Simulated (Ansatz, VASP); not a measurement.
Two plane-wave programs on Br

```
Br
1.0
     3.28360   -2.23390    0.00000
     3.28360    2.23390    0.00000
     0.00000    0.00000    8.69380
Br
4
Direct
  0.86100 0.13900 0.11140
  0.63900 0.36100 0.61140
  0.13900 0.86100 0.88860
  0.36100 0.63900 0.38860
```

Alike in both runs: task relaxation of cell and atoms; functional LDA; k mesh 9 × 9 × 4; occupations fermi-dirac, width 0.05 eV; no spin polarisation.

```csv
,VASP,Ansatz
version,VASP 6.6.1,Ansatz 0.2.0
potentials or method,"VASP PAW LDA potentials, release 64 (Br)","PAW with Ansatz's default frozen-core files, scalar-relativistic"
plane-wave cutoff (eV),600,420
valence electrons in the cell,28,28
```

```tsv
	VASP	Ansatz	Ansatz less VASP
relaxed volume (Å³/atom)	27.48	27.47	-0.006
relaxed length of the cell vector where the two differ most in proportion (Å)	8.419	8.418	-0.0015
```

LDA's correlation is that of Perdew and Zunger in VASP and of Perdew and Wang (1992) in Ansatz.
